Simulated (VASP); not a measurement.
# Rb (I4/mmm) in VASP: notebook

Rb is run at these levels: LDA; tasks: single point.

Everything below comes from runs of VASP 6.6.1. Logs are shortened: lines on timing, memory, paths and dates and some standing lists are left out, and cuts for length are marked.

## 1. The cell of the first run

The structure is tetragonal, space group I4/mmm (No. 139). The conventional cell has a = 4.378 Å, b = 4.378 Å, c = 6.855 Å, α = 90.00°, β = 90.00°, γ = 90.00°. Within 5.7 Å of Rb (site symmetry 4/mmm) lie 12 Rb at 4.38 to 4.62 Å.

## 2. Single point, LDA (65.70 Å³/atom)

INCAR

```
SYSTEM = Rb
ALGO = Fast ; EDIFF = 1E-7
ENCUT = 520 ; ISIF = 2
ISMEAR = 0 ; LASPH = .TRUE.
LCHARG = .FALSE. ; LREAL = .FALSE.
LWAVE = .FALSE. ; NBANDS = 10
NELM = 80 ; PREC = Accurate
SIGMA = 0.15
```

KPOINTS

```
k-points
0
G
  14 14 14
  0 0 0
```

POSCAR

```
Rb
1.0
   -2.1890312237      2.1890312237      3.4275850900
    2.1890312237     -2.1890312237      3.4275850900
    2.1890312237      2.1890312237     -3.4275850900
Rb
1
Direct
    0.0000000000      0.0000000000      0.0000000000
```

Potentials or basis: VASP PAW LDA potentials, release 64 (Rb_sv).

Command:

```
$ cat potpaw_LDA.64/Rb_sv/POTCAR > POTCAR
$ mpirun -np 1 vasp_std > vasp.out
```

OUTCAR:

```text
SYSTEM = Rb
   EDIFF = 1E-7
   ENCUT = 520
   ISIF = 2
   ISMEAR = 0
   LASPH = .TRUE.
   LREAL = .FALSE.
   NELM = 80
   PREC = Accurate

 ion  position               nearest neighbor table
   1  0.000  0.000  0.000-

  LATTYP: Found a body centered tetragonal cell.
 ALAT       =     4.3780624474
 C/A-ratio  =     1.5658000000

  Lattice vectors:

 A1 = (  -2.1890312237,   2.1890312237,   3.4275850900)
 A2 = (   2.1890312237,  -2.1890312237,   3.4275850900)
 A3 = (   2.1890312237,   2.1890312237,  -3.4275850900)

Analysis of symmetry for initial positions (statically):
=====================================================================
 Subroutine PRICEL returns:
 Original cell was already a primitive cell.

 Routine SETGRP: Setting up the symmetry group for a
 body centered tetragonal supercell.

 Subroutine GETGRP returns: Found 16 space group operations
 (whereof 16 operations were pure point group operations)
 out of a pool of 16 trial point group operations.

The static configuration has the point symmetry D_4h.

Analysis of symmetry for dynamics (positions and initial velocities):
=====================================================================
 Subroutine PRICEL returns:
 Original cell was already a primitive cell.

 Routine SETGRP: Setting up the symmetry group for a
 body centered tetragonal supercell.

 Subroutine GETGRP returns: Found 16 space group operations
 (whereof 16 operations were pure point group operations)
 out of a pool of 16 trial point group operations.

The dynamic configuration has the point symmetry D_4h.

 Subroutine INISYM returns: Found 16 space group operations
 (whereof 16 operations are pure point group operations),
 and found     1 'primitive' translations

----------------------------------------------------------------------------------------

                                     Primitive cell

  volume of cell :      65.6980

  direct lattice vectors                    reciprocal lattice vectors
    -2.189031224  2.189031224  3.427585090     0.000000000  0.228411543  0.145875299
     2.189031224 -2.189031224  3.427585090     0.228411543  0.000000000  0.145875299
     2.189031224  2.189031224 -3.427585090     0.228411543  0.228411543  0.000000000

  length of vectors
     4.618663762  4.618663762  4.618663762     0.271019254  0.271019254  0.323022702

  position of ions in fractional coordinates (direct lattice)
     0.000000000  0.000000000  0.000000000

  ion indices of the primitive-cell ions
   primitive index   ion index
                 1           1

----------------------------------------------------------------------------------------

 KPOINTS: k-points

Automatic generation of k-mesh.
 Grid dimensions read from file:
 generate k-points for:   14   14   14

 Generating k-lattice:

  Cartesian coordinates                     Fractional coordinates (reciprocal lattice)
     0.000000000  0.016315110  0.010419664     0.071428571  0.000000000  0.000000000
     0.016315110  0.000000000  0.010419664     0.000000000  0.071428571  0.000000000
     0.016315110  0.016315110  0.000000000     0.000000000  0.000000000  0.071428571

  Length of vectors
     0.019358518  0.019358518  0.023073050

  Shift w.r.t. Gamma in fractional coordinates (k-lattice)
     0.000000000  0.000000000  0.000000000

 Subroutine IBZKPT returns following result:
 ===========================================

 Found    244 irreducible k-points:

 Following reciprocal coordinates:
            Coordinates               Weight
  0.000000  0.000000  0.000000      1.000000
  0.071429  0.000000 -0.000000      8.000000
  0.142857 -0.000000  0.000000      8.000000
  0.214286  0.000000  0.000000      8.000000
  0.285714  0.000000 -0.000000      8.000000
  0.357143  0.000000  0.000000      8.000000
[... 16 lines left out ...]
  0.214286  0.142857  0.000000     16.000000
  0.285714  0.142857  0.000000     16.000000
 [... further k-points ...]
   k-points           NKPTS =    244   k-points in BZ     NKDIM =    244   number of bands    NBANDS=     10
   number of dos      NEDOS =    301   number of ions     NIONS =      1
   total plane-waves  NPLWV =  46656
   dimension x,y,z NGX =    36 NGY =   36 NGZ =   36
   dimension x,y,z NGXF=    72 NGYF=   72 NGZF=   72
   ions per type =               1
   NGX,Y,Z   is equivalent  to a cutoff of  12.96, 12.96, 12.96 a.u.
   NGXF,Y,Z  is equivalent  to a cutoff of  25.92, 25.92, 25.92 a.u.
 SYSTEM =  Rb
   PREC   = accura    normal or accurate (medium, high low for compatibility)
   ISTART =      0    job   : 0-new  1-cont  2-samecut
   ICHARG =      2    charge: 1-file 2-atom 10-const
   ISPIN  =      1    spin polarized calculation?
   LNONCOLLINEAR =      F non collinear calculations
   LSORBIT =      F    spin-orbit coupling
   LASPH  =      T    aspherical Exc in radial PAW
   ENCUT  =  520.0 eV  38.22 Ry    6.18 a.u.   8.59  8.59  8.59*2*pi/ulx,y,z
   NELM   =     80;   NELMIN=  2; NELMDL= -5     # of ELM steps
   EDIFF  = 0.1E-06   stopping-criterion for ELM
   LREAL  =      F    real-space projection
   EDIFFG = 0.1E-05   stopping-criterion for IOM
   NSW    =      0    number of steps for IOM
   IBRION =     -1    ionic relax: 0-MD 1-quasi-New 2-CG
   NFREE  =      0    steps in history (QN), initial steepest desc. (CG)
   ISIF   =      2    stress and relaxation
   ISYM   =      2    0-nonsym 1-usesym 2-fastsym
   POTIM  = 0.5000    time-step for ionic-motion
   TEBEG  =    0.0;   TEEND  =   0.0 temperature during run
   PSTRESS=    0.0 pullay stress
   NELECT =       9.0000    total number of electrons
   NUPDOWN=      -1.0000    fix difference up-down
   EMIN   =  10.00;   EMAX   =-10.00  energy-range for DOS
   EFERMI =   0.00;   METHOD = LEGACY
   ISMEAR =     0;   SIGMA  =   0.15  broadening in eV -4-tet -1-fermi 0-gaus
   EFERMI_NEDOS =   21; number of points for ismear=-14 and -15
   IALGO  =     68    algorithm
   IMIX   =      4    mixing-type and parameters
     AMIX     =   0.40;   BMIX     =  1.00
     AMIX_MAG =   1.60;   BMIX_MAG =  1.00
  volume/ion in A,a.u.               =      65.70       443.35
  Fermi-wavevector in a.u.,A,eV,Ry     =   0.843927  1.594791  9.690246  0.712213
  Thomas-Fermi vector in A             =   1.958873
   LORBIT       =      0    0 simple, 1 ext, 2 COOP (PROOUT), +10 PAW based schemes
   GGA     = CA    functional components
   LHFCALC =     F    Hartree Fock is set to
   AEXX    =    0.0000 exact exchange contribution
   IVDW    =     0    specifies the selected vdW correction
   LEPSILON=     F    determine dielectric tensor
   LRPA    =     F    only Hartree local field effects (RPA)
 non-spin polarized calculation
 RMM-DIIS sequential band-by-band and
 Gauss-broadening in eV      SIGMA  =   0.15
  energy-cutoff  :      520.00
  volume of cell :       65.70
 maximum number of plane-waves:      1805
   NGX = 17   NGY = 17   NGZ = 17

 number of electron       9.0000000 magnetization

 Free energy of the ion-electron system (eV)
  ---------------------------------------------------
  ext. energy  EPLUGINS =         0.00000000
  ---------------------------------------------------
  free energy    TOTEN  =        -1.03676202 eV

  energy without entropy =       -1.02721207  energy(sigma->0) =       -1.03198704

 E-fermi :   0.6288     XC(G=0):  -6.5757

 val. band max:        0.6261762917   @ k =  -0.2857   0.3571   0.1429
 cond. band min:       0.6347665763   @ k =  -0.0714   0.5000   0.0714
 fundamental gap:      0.0085902846
 Fermi energy:         0.6287828374

 k-point     1 :       0.0000    0.0000    0.0000
  band No.  band energies     occupation
      1     -28.0510      2.00000
      2     -12.0965      2.00000
      3     -12.0829      2.00000
      4     -12.0829      2.00000
      5      -1.8199      2.00000
      6       4.0951      0.00000
      7       4.5882      0.00000
      8       4.5882      0.00000
      9       5.4591      0.00000
     10       6.5583      0.00000

 k-point     2 :       0.0714    0.0000   -0.0000
  band No.  band energies     occupation
      1     -28.0501      2.00000
      2     -12.1048      2.00000
      3     -12.0927      2.00000
      4     -12.0838      2.00000
      5      -1.7403      2.00000
      6       4.0645      0.00000
      7       4.4578      0.00000
      8       4.6308      0.00000
      9       5.4064      0.00000
     10       6.4378      0.00000

 k-point     3 :       0.1429   -0.0000    0.0000
  band No.  band energies     occupation
      1     -28.0475      2.00000
      2     -12.1448      2.00000
      3     -12.1030      2.00000
      4     -12.0862      2.00000
      5      -1.5081      2.00000
      6       3.7874      0.00000
      7       4.3367      0.00000
      8       4.7373      0.00000
      9       5.3577      0.00000
     10       6.1912      0.00000

 k-point     4 :       0.2143    0.0000    0.0000
  band No.  band energies     occupation
      1     -28.0437      2.00000
      2     -12.2051      2.00000
      3     -12.1142      2.00000
      4     -12.0897      2.00000
      5      -1.1424      2.00000
      6       3.3081      0.00000
      7       4.2590      0.00000
      8       4.8252      0.00000
      9       5.4965      0.00000
     10       6.0384      0.00000

 k-point     5 :       0.2857    0.0000   -0.0000
  band No.  band energies     occupation
      1     -28.0395      2.00000
      2     -12.2706      2.00000
      3     -12.1263      2.00000
      4     -12.0936      2.00000
      5      -0.6742      2.00000
      6       2.8076      0.00000
      7       4.1171      0.00000
      8       4.7828      0.00000
      9       5.8621      0.00000
     10       6.1587      0.00000

 k-point     6 :       0.3571    0.0000    0.0000
  band No.  band energies     occupation
      1     -28.0357      2.00000
      2     -12.3283      2.00000
      3     -12.1370      2.00000
      4     -12.0971      2.00000
      5      -0.1491      2.00000
      6       2.3277      0.00000
      7       3.9651      0.00000
      8       4.6533      0.00000
      9       6.3519      0.00000
     10       6.5124      0.00000

 k-point     7 :       0.4286    0.0000    0.0000
  band No.  band energies     occupation
      1     -28.0331      2.00000
      2     -12.3675      2.00000
      3     -12.1444      2.00000
      4     -12.0995      2.00000
      5       0.3560      1.98989
      6       1.8905      0.00000
      7       3.8530      0.00000
      8       4.5437      0.00000
      9       6.7918      0.00000
     10       6.9214      0.00000

 k-point     8 :       0.5000    0.0000   -0.0000
  band No.  band energies     occupation
      1     -28.0322      2.00000
      2     -12.3814      2.00000
      3     -12.1471      2.00000
      4     -12.1004      2.00000
      5       0.6237      1.03819
      6       1.6540      0.00000
      7       3.8117      0.00000
      8       4.5032      0.00000
      9       7.1233      0.00000
     10       7.1605      0.00000

 k-point     9 :       0.0714    0.0714   -0.0000
  band No.  band energies     occupation
      1     -28.0487      2.00000
      2     -12.1227      2.00000
      3     -12.0944      2.00000
      4     -12.0924      2.00000
      5      -1.6166      2.00000
      6       3.9137      0.00000
      7       4.5169      0.00000
      8       4.5734      0.00000
      9       5.2650      0.00000
     10       6.3465      0.00000
[... 118 lines left out ...]
 k-point    19 :      -0.2143    0.0714   -0.0000
  band No.  band energies     occupation
      1     -28.0439      2.00000
      2     -12.1909      2.00000
      3     -12.1155      2.00000
      4     -12.0955      2.00000
      5      -1.1926      2.00000
      6       3.4364      0.00000
      7       4.3068      0.00000
      8       4.7225      0.00000
      9       5.4404      0.00000
     10       5.9293      0.00000

 k-point    20 :      -0.1429    0.0714   -0.0000
  band No.  band energies     occupation
      1     -28.0474      2.00000
      2     -12.1346      2.00000
      3     -12.1054      2.00000
      4     -12.0933      2.00000
      5      -1.5194      2.00000
      6       3.9164      0.00000
      7       4.2844      0.00000
      8       4.6467      0.00000
      9       5.4640      0.00000
     10       6.0279      0.00000

 k-point    21 :      -0.0714    0.0714    0.0000
  band No.  band energies     occupation
      1     -28.0496      2.00000
      2     -12.1005      2.00000
      3     -12.0988      2.00000
      4     -12.0906      2.00000
      5      -1.7070      2.00000
      6       4.1510      0.00000
      7       4.3335      0.00000
      8       4.5902      0.00000
      9       5.4885      0.00000
     10       6.2908      0.00000

 k-point    22 :       0.1429    0.1429    0.0000
  band No.  band energies     occupation
      1     -28.0428      2.00000
      2     -12.1950      2.00000
      3     -12.1279      2.00000
      4     -12.1055      2.00000
      5      -1.0432      2.00000
      6       3.3693      0.00000
      7       4.0940      0.00000
      8       4.7771      0.00000
      9       5.0814      0.00000
     10       6.2921      0.00000

 k-point    23 :       0.2143    0.1429    0.0000
  band No.  band energies     occupation
      1     -28.0391      2.00000
      2     -12.2408      2.00000
      3     -12.1468      2.00000
      4     -12.1141      2.00000
      5      -0.6244      2.00000
      6       3.0388      0.00000
      7       3.7946      0.00000
      8       4.7498      0.00000
      9       5.2045      0.00000
     10       6.6117      0.00000

 k-point    24 :       0.2857    0.1429    0.0000
  band No.  band energies     occupation
      1     -28.0353      2.00000
      2     -12.2917      2.00000
      3     -12.1584      2.00000
      4     -12.1232      2.00000
      5      -0.1247      2.00000
      6       2.6022      0.00000
      7       3.6469      0.00000
      8       4.5239      0.00000
      9       5.6773      0.00000
     10       7.0546      0.00000

 [... further k-points ...]
[... 5 lines left out ...]
  --------------------------------------------------------------------------------------
  -------------------------------------------------------------------------------------
  Total        0.3636434      0.3636434      0.2875972      0.0000000      0.0000000      0.0000000
  in kB        8.8681729      8.8681729      7.0136341      0.0000000      0.0000000      0.0000000
  external PRESSURE =       8.2499933 kB  Pullay stress =       0.0000000 kB

 VOLUME and BASIS-vectors are now :
 -----------------------------------------------------------------------------
  energy-cutoff  :      520.00
  volume of cell :       65.70
      direct lattice vectors                 reciprocal lattice vectors
    -2.189031224  2.189031224  3.427585090     0.000000000  0.228411543  0.145875299
     2.189031224 -2.189031224  3.427585090     0.228411543  0.000000000  0.145875299
     2.189031224  2.189031224 -3.427585090     0.228411543  0.228411543  0.000000000

 POSITION                                       TOTAL-FORCE (eV/Angst)
 -----------------------------------------------------------------------------------
      0.00000      0.00000      0.00000         0.000000     -0.000000      0.000000
 -----------------------------------------------------------------------------------
    total drift:                               -0.000000     -0.000000      0.000000

  FREE ENERGIE OF THE ION-ELECTRON SYSTEM (eV)
  ---------------------------------------------------
  free  energy   TOTEN  =        -1.0367620193 eV

  energy  without entropy=       -1.0272120679  energy(sigma->0) =       -1.03198704
```

Wall time 86 s (1 thread of AMD EPYC 9R45 (Zen 5), shared host); peak memory 0.25 GiB.

What came out:

```
Free energy            : -1.0368 eV
Pressure               : 0.8 GPa
Band gap on the k mesh : zero (an odd number of electrons rules out a gap without spin polarisation)
```

Stress tensor (GPa, compression positive):
```
0.89 0.00 0.00
0.00 0.89 0.00
0.00 0.00 0.70
```

Levels at points of the mesh, in eV from the Fermi level:
| k point | band 1 | band 2 | band 3 | band 4 | band 5 | band 6 | band 7 | band 8 | band 9 | band 10 |
| --- | --- | --- | --- | --- | --- | --- | --- | --- | --- | --- |
| (0.00, 0.00, 0.00) | -28.68 | -12.73 | -12.71 | -12.71 | -2.45 | 3.47 | 3.96 | 3.96 | 4.83 | 5.93 |
| (0.50, 0.00, 0.00) | -28.66 | -13.01 | -12.78 | -12.73 | -0.01 | 1.03 | 3.18 | 3.87 | 6.49 | 6.53 |
| (0.50, 0.50, 0.00) | -28.65 | -12.99 | -12.86 | -12.81 | 0.47 | 1.54 | 2.26 | 5.28 | 5.67 | 6.06 |
| (0.50, 0.50, 0.50) | -28.66 | -12.98 | -12.78 | -12.78 | 0.20 | 1.48 | 1.80 | 6.14 | 6.14 | 6.43 |

## 3. Single point, LDA (65.70 Å³/atom)

INCAR

```
PREC = Accurate ; ENCUT = 520
EDIFF = 1E-6 ; ISMEAR = 0
SIGMA = 0.15 ; LREAL = F
LASPH = T ; NELM = 60
ALGO = Fast ; ISIF = 2
LWAVE = F ; LCHARG = T
LELF = T ; LVHAR = T
NBANDS = 10
```

KPOINTS

```
regular mesh
0
Gamma
  14 14 14
```

POSCAR

```
Rb
1.0
   -2.4793900743      2.4793900743      2.6717907440
    2.4793900743     -2.4793900743      2.6717907440
    2.4793900743      2.4793900743     -2.6717907440
Rb
1
Direct
    0.0000000000      0.0000000000      0.0000000000
```

Potentials or basis: VASP PAW LDA potentials, release 64 (Rb_sv).

Command:

```
$ cat potpaw_LDA.64/Rb_sv/POTCAR > POTCAR
$ mpirun -np 1 vasp_std > vasp.out
```

Run time: 70 s. Hardware: 1 thread of AMD EPYC 9R45 (Zen 5), shared host; peak memory 0.25 GiB.

Results (log left out):

| Item | Value |
| --- | --- |
| Free energy | -1.0376 eV |
| Pressure | 0.8 GPa |
| Band gap on the k mesh | zero (an odd number of electrons rules out a gap without spin polarisation) |

Levels at points of the mesh, in eV from the Fermi level:
```
           k point  band 1  band 2  band 3  band 4  band 5  band 6  band 7  band 8  band 9  band 10
(0.00, 0.00, 0.00)  -28.68  -12.71  -12.71  -12.71   -2.45    3.72    3.72    4.17    4.77     5.41
(0.50, 0.00, 0.00)  -28.66  -13.00  -12.80  -12.71    0.04    1.11    2.69    4.62    5.86     6.28
(0.50, 0.50, 0.00)  -28.66  -13.00  -12.81  -12.73    0.14    1.33    2.22    5.20    5.98     6.11
(0.50, 0.50, 0.50)  -28.64  -12.94  -12.90  -12.90    0.84    1.08    3.67    4.52    4.52     6.67
```

## 4. Single point, LDA (65.70 Å³/atom)

INCAR

```
PREC     = Accurate       # precision mode
ENCUT    = 520            # plane-wave cutoff, eV
EDIFF    = 1E-6           # SCF threshold, eV
ISMEAR   = 0              # smearing method
SIGMA    = 0.15           # smearing width, eV
LREAL    = False          # projectors in reciprocal space
LASPH    = True           # aspherical terms in the spheres
NELM     = 80             # most SCF steps
ALGO     = Fast           # electronic algorithm
ISIF     = 2              # what is computed and relaxed
LWAVE    = False          # write WAVECAR
LCHARG   = True           # write CHGCAR
GGA      = CA             # functional
LELF     = True           # ELF
LVHAR    = True         
NBANDS   = 10             # bands
```

KPOINTS is that of step 3.

POSCAR

```
Rb
1.0
   -2.6060418984      2.6060418984      2.4184068817
    2.6060418984     -2.6060418984      2.4184068817
    2.6060418984      2.6060418984     -2.4184068817
Rb
1
Direct
    0.0000000000      0.0000000000      0.0000000000
```

Command:

```
$ cat potpaw_LDA.64/Rb_sv/POTCAR > POTCAR
$ mpirun -np 1 vasp_std > vasp.out
```

Run time: 74 s. Hardware: 1 thread of AMD EPYC 9R45 (Zen 5), shared host; peak memory 0.25 GiB.

The run converged. Its results:

- Free energy: -1.0372 eV
- Pressure: 0.8 GPa
- Band gap on the k mesh: zero (an odd number of electrons rules out a gap without spin polarisation)

Stress tensor (GPa, compression positive):
```
0.79 0.00 0.00
0.00 0.79 0.00
0.00 0.00 0.88
```

Levels at points of the mesh, in eV from the Fermi level:
| k point | band 3 | band 4 | band 5 | band 6 | band 7 | band 8 |
| --- | --- | --- | --- | --- | --- | --- |
| (0.00, 0.00, 0.00) | -12.71 | -12.71 | -2.45 | 3.54 | 4.03 | 4.03 |
| (0.50, 0.00, 0.00) | -12.81 | -12.73 | 0.11 | 1.26 | 2.37 | 4.93 |
| (0.50, 0.50, 0.00) | -12.79 | -12.71 | 0.00 | 1.03 | 2.87 | 4.55 |
| (0.50, 0.50, 0.50) | -12.93 | -12.88 | 0.85 | 1.07 | 3.95 | 3.95 |

## 5. Overview

```tsv
cell	further INCAR settings	gap on the mesh (eV)	pressure (GPa)
a = 4.619 Å, angles 123.4, 123.4, 84.2°, 1 atom	ALGO = Fast; EDIFF = 1e-07; NBANDS = 10	none	0.8
a = 4.408 Å, angles 111.6, 111.6, 105.4°, 1 atom	ALGO = Fast; EDIFF = 1e-06; NBANDS = 10	none	0.8
a = 4.408 Å, angles 107.5, 107.5, 113.5°, 1 atom	ALGO = Fast; EDIFF = 1e-06; NBANDS = 10	none	0.8
```

Alike in all rows: task single point; level LDA; potentials or basis VASP PAW LDA potentials, release 64 (Rb_sv); no spin polarisation; k mesh 14 × 14 × 14; cutoff (eV) 520; smearing gaussian 0.15 eV.

Absolute energies hang on the potentials; compare differences alone.
